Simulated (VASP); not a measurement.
# Na3Sc (Pm-3m) in VASP: notebook

Runs on Na3Sc. Level: PBE. Tasks: relaxation of cell and atoms.

Program: VASP 6.6.1. These are calculated values, not measurements. Logs are shortened: lines on timing, memory, paths and dates and some standing lists are left out, and cuts for length are marked.

## 1. The cell of the first run

It takes space group Pm-3m (No. 221, cubic). Conventional cell: a = 4.993 Å, b = 4.993 Å, c = 4.993 Å, α = 90.00°, β = 90.00°, γ = 90.00°. Na (site symmetry 4/mmm) has 8 Na at 3.53 Å and 4 Sc at 3.53 Å within 4.6 Å. Within 4.6 Å of Sc (site symmetry m-3m) lie 12 Na at 3.53 Å.

## 2. Relaxation of cell and atoms, PBE

Contents of INCAR:

```
PREC = Accurate ; ENCUT = 600
EDIFF = 1E-6 ; ISMEAR = 0
SIGMA = 0.1 ; LREAL = F
LASPH = T ; NELM = 100
ALGO = Fast ; ISIF = 3
LWAVE = F ; LCHARG = F
GGA = PE ; IBRION = 2
NSW = 100 ; EDIFFG = -0.01
```

Contents of KPOINTS:

```
regular mesh
0
Gamma
  10 10 10
```

Contents of POSCAR:

```
Na3Sc
1.0
    4.9931752194      0.0000000000      0.0000000000
    0.0000000000      4.9931752194      0.0000000000
    0.0000000000      0.0000000000      4.9931752194
Na Sc
3 1
Direct
    0.0000000000      0.5000000000      0.5000000000
    0.5000000000      0.0000000000      0.5000000000
    0.5000000000      0.5000000000      0.0000000000
    0.0000000000      0.0000000000      0.0000000000
```

Potentials or basis: VASP PAW PBE potentials, release 64 (Na_pv, Sc_sv).

On the command line:

```sh
$ cat potpaw_PBE.64/Na_pv/POTCAR potpaw_PBE.64/Sc_sv/POTCAR > POTCAR
$ mpirun -np 1 vasp_std > vasp.out
```

OUTCAR:

```text
PREC = Accurate
   ENCUT = 600
   EDIFF = 1E-6
   ISMEAR = 0
   LREAL = F
   LASPH = T
   NELM = 100
   ISIF = 3
   GGA = PE
   IBRION = 2
   NSW = 100
   EDIFFG = -0.01

 ion  position               nearest neighbor table
   1  0.000  0.500  0.500-
   2  0.500  0.000  0.500-
   3  0.500  0.500  0.000-
   4  0.000  0.000  0.000-

  LATTYP: Found a simple cubic cell.
 ALAT       =     4.9931752194

  Lattice vectors:

 A1 = (   4.9931752194,   0.0000000000,   0.0000000000)
 A2 = (   0.0000000000,   4.9931752194,   0.0000000000)
 A3 = (   0.0000000000,   0.0000000000,   4.9931752194)

Analysis of symmetry for initial positions (statically):
=====================================================================
 Subroutine PRICEL returns:
 Original cell was already a primitive cell.

 Routine SETGRP: Setting up the symmetry group for a
 simple cubic supercell.

 Subroutine GETGRP returns: Found 48 space group operations
 (whereof 48 operations were pure point group operations)
 out of a pool of 48 trial point group operations.

The static configuration has the point symmetry O_h .

Analysis of symmetry for dynamics (positions and initial velocities):
=====================================================================
 Subroutine PRICEL returns:
 Original cell was already a primitive cell.

 Routine SETGRP: Setting up the symmetry group for a
 simple cubic supercell.

 Subroutine GETGRP returns: Found 48 space group operations
 (whereof 48 operations were pure point group operations)
 out of a pool of 48 trial point group operations.

The dynamic configuration has the point symmetry O_h .

 Subroutine INISYM returns: Found 48 space group operations
 (whereof 48 operations are pure point group operations),
 and found     1 'primitive' translations

----------------------------------------------------------------------------------------

                                     Primitive cell

  volume of cell :     124.4888

  direct lattice vectors                    reciprocal lattice vectors
     4.993175219  0.000000000  0.000000000     0.200273364  0.000000000  0.000000000
     0.000000000  4.993175219  0.000000000     0.000000000  0.200273364  0.000000000
     0.000000000  0.000000000  4.993175219     0.000000000  0.000000000  0.200273364
[... 88 lines left out ...]
   EDIFF  = 0.1E-05   stopping-criterion for ELM
   LREAL  =      F    real-space projection
   EDIFFG = -.1E-01   stopping-criterion for IOM
   NSW    =    100    number of steps for IOM
   IBRION =      2    ionic relax: 0-MD 1-quasi-New 2-CG
   NFREE  =      1    steps in history (QN), initial steepest desc. (CG)
   ISIF   =      3    stress and relaxation
   ISYM   =      2    0-nonsym 1-usesym 2-fastsym
   POTIM  = 0.5000    time-step for ionic-motion
   TEBEG  =    0.0;   TEEND  =   0.0 temperature during run
   PSTRESS=    0.0 pullay stress
   NELECT =      32.0000    total number of electrons
   NUPDOWN=      -1.0000    fix difference up-down
   EMIN   =  10.00;   EMAX   =-10.00  energy-range for DOS
   EFERMI =   0.00;   METHOD = LEGACY
   ISMEAR =     0;   SIGMA  =   0.10  broadening in eV -4-tet -1-fermi 0-gaus
   EFERMI_NEDOS =   21; number of points for ismear=-14 and -15
   IALGO  =     68    algorithm
   IMIX   =      4    mixing-type and parameters
     AMIX     =   0.40;   BMIX     =  1.00
     AMIX_MAG =   1.60;   BMIX_MAG =  1.00
  volume/ion in A,a.u.               =      31.12       210.02
  Fermi-wavevector in a.u.,A,eV,Ry     =   1.040914  1.967041 14.741928  1.083501
  Thomas-Fermi vector in A             =   2.175511
   LORBIT       =      0    0 simple, 1 ext, 2 COOP (PROOUT), +10 PAW based schemes
   GGA     = PE    functional components
   LHFCALC =     F    Hartree Fock is set to
   AEXX    =    0.0000 exact exchange contribution
   IVDW    =     0    specifies the selected vdW correction
   LEPSILON=     F    determine dielectric tensor
   LRPA    =     F    only Hartree local field effects (RPA)
 conjugate gradient relaxation of ions
 non-spin polarized calculation
 RMM-DIIS sequential band-by-band and
 Gauss-broadening in eV      SIGMA  =   0.10
  energy-cutoff  :      600.00
  volume of cell :      124.49
 maximum number of plane-waves:      4224
 NGX is ok and might be reduce to    40
   NGX = 19   NGY = 19   NGZ = 19

--------------------------------------- Ionic step        1  -------------------------------------------

 number of electron      31.9999960 magnetization

 Free energy of the ion-electron system (eV)
  ---------------------------------------------------
  ext. energy  EPLUGINS =         0.00000000
  ---------------------------------------------------
  free energy    TOTEN  =        -8.51008995 eV

  energy without entropy =       -8.47927882  energy(sigma->0) =       -8.49468438

------------------------ aborting loop because EDIFF is reached ----------------------------------------

  FORCE on cell =-STRESS in cart. coord.  units (eV):
  Direction    XX          YY          ZZ          XY          YZ          ZX
  --------------------------------------------------------------------------------------
  -------------------------------------------------------------------------------------
  Total        0.2781386      0.2781386      0.2781386      0.0000000     -0.0000000      0.0000000
  in kB        3.5796574      3.5796574      3.5796574      0.0000000     -0.0000000      0.0000000
  external PRESSURE =       3.5796574 kB  Pullay stress =       0.0000000 kB
[... 63 lines left out ...]
--------------------------------------- Ionic step        3  -------------------------------------------

 number of electron      31.9999946 magnetization

 Free energy of the ion-electron system (eV)
  ---------------------------------------------------
  ext. energy  EPLUGINS =         0.00000000
  ---------------------------------------------------
  free energy    TOTEN  =        -8.51298219 eV

  energy without entropy =       -8.48186274  energy(sigma->0) =       -8.49742246

 E-fermi :   1.0623     XC(G=0):  -7.4548

 val. band max:        1.0564058610   @ k =   0.3000   0.1000   0.1000
 cond. band min:       1.0630364448   @ k =   0.5000   0.3000   0.2000
 fundamental gap:      0.0066305838
 Fermi energy:         1.0622855740

 k-point     1 :       0.0000    0.0000    0.0000
  band No.  band energies     occupation
      1     -49.7851      2.00000
      2     -28.3877      2.00000
      3     -28.3877      2.00000
      4     -28.3877      2.00000
      5     -23.2041      2.00000
      6     -23.2041      2.00000
[... 541 lines left out ...]
     19       1.7856      0.00000
     20       2.0209      0.00000

 [... further k-points ...]
[... 5 lines left out ...]
  --------------------------------------------------------------------------------------
  -------------------------------------------------------------------------------------
  Total        0.0317872      0.0317872      0.0317872      0.0000000      0.0000000      0.0000000
  in kB        0.4010816      0.4010816      0.4010816      0.0000000      0.0000000      0.0000000
  external PRESSURE =       0.4010816 kB  Pullay stress =       0.0000000 kB
[... 19 lines left out ...]
  FREE ENERGIE OF THE ION-ELECTRON SYSTEM (eV)
  ---------------------------------------------------
  free  energy   TOTEN  =        -8.5129821872 eV

  energy  without entropy=       -8.4818627399  energy(sigma->0) =       -8.49742246

 reached required accuracy - stopping structural energy minimisation
```

Run time: 19 min. Hardware: 1 thread of Oxide Virtual Turin-like, shared host; peak memory 0.33 GiB.

What came out:

```
Free energy                           : -8.5130 eV
Relaxed volume                        : 31.74 Å³/atom
Relaxed cell                          : a = 5.026 Å, b = 5.026 Å, c = 5.026 Å, α = 90.00°, β = 90.00°, γ = 90.00°
Space group after relaxing (to 0.1 Å) : Pm-3m (No. 221)
Energy gained by relaxing             : 0.7 meV/atom
Ionic steps                           : 3
Pressure after relaxing               : 0.0 GPa
Band gap on the k mesh                : zero (bands 16 and 17 overlap by 0.81 eV)
```

Step by step:
```tsv
step	energy change (eV)	largest force (eV/Å)	pressure (GPa)	volume (Å³)
1	0.0000	0.0000	0.36	124.49
2	-0.0020	0.0000	0.17	125.75
3	-0.0029	0.0000	0.04	126.98
```

Final structure:
```
Na Sc
1.0
     5.02624    0.00000    0.00000
     0.00000    5.02624    0.00000
     0.00000    0.00000    5.02624
Na Sc
3 1
Direct
  0.00000 0.50000 0.50000
  0.50000 0.00000 0.50000
  0.50000 0.50000 0.00000
  0.00000 0.00000 0.00000
```

## 3. Relaxation of cell and atoms, PBE

This run uses another cell than the first one, of 31.79 Å³/atom.

Contents of INCAR:

```
SYSTEM = Na3Sc
ALGO = Fast
EDIFF = 1E-6
EDIFFG = -0.01
ENCUT = 600
GGA = PE
IBRION = 2
ISIF = 3
ISMEAR = 0
LASPH = .TRUE.
LCHARG = .FALSE.
LREAL = .FALSE.
LWAVE = .FALSE.
NELM = 60
NSW = 100
PREC = Accurate
SIGMA = 0.1
```

Contents of KPOINTS:

```
k-points
0
G
  10 10 10
  0 0 0
```

Contents of POSCAR:

```
Na3Sc
1.0
    5.0283895670      0.0000000000      0.0000000000
    0.0000000000      5.0283895670      0.0000000000
    0.0000000000      0.0000000000      5.0283895670
Na Sc
3 1
Direct
    0.0000000000      0.5000000000      0.5000000000
    0.5000000000      0.0000000000      0.5000000000
    0.5000000000      0.5000000000      0.0000000000
    0.0000000000      0.0000000000      0.0000000000
```

Potentials or basis: VASP PAW PBE potentials, release 64 (Na_pv, Sc_sv).

On the command line:

```sh
$ cat potpaw_PBE.64/Na_pv/POTCAR potpaw_PBE.64/Sc_sv/POTCAR > POTCAR
$ mpirun -np 1 vasp_std > vasp.out
```

Wall time 13 min (1 thread of Oxide Virtual Turin-like, shared host); peak memory 0.32 GiB.

Results (log left out):

| Property | Result |
| --- | --- |
| Free energy | -8.5132 eV |
| Pressure after relaxing | 0.0 GPa |
| Band gap on the k mesh | zero (bands 16 and 17 overlap by 0.81 eV) |

Final structure:
```
Na Sc
1.0
     5.02839    0.00000    0.00000
     0.00000    5.02839    0.00000
     0.00000    0.00000    5.02839
Na Sc
3 1
Direct
  0.00000 0.50000 0.50000
  0.50000 0.00000 0.50000
  0.50000 0.50000 0.00000
  0.00000 0.00000 0.00000
```

Levels at points of the mesh, in eV from the Fermi level:
| k point | band 14 | band 15 | band 16 | band 17 | band 18 | band 19 |
| --- | --- | --- | --- | --- | --- | --- |
| (0.00, 0.00, 0.00) | -3.82 | -0.08 | -0.08 | 1.79 | 1.85 | 1.86 |
| (0.50, 0.00, 0.00) | -2.54 | -2.00 | 0.08 | 0.44 | 0.44 | 0.81 |
| (0.50, 0.50, 0.00) | -1.34 | -0.97 | -0.70 | -0.70 | 0.54 | 0.54 |
| (0.50, 0.50, 0.50) | -0.27 | -0.27 | -0.27 | 0.36 | 0.36 | 0.36 |

Caveat: the relaxation stopped at its first step, so nothing moved.
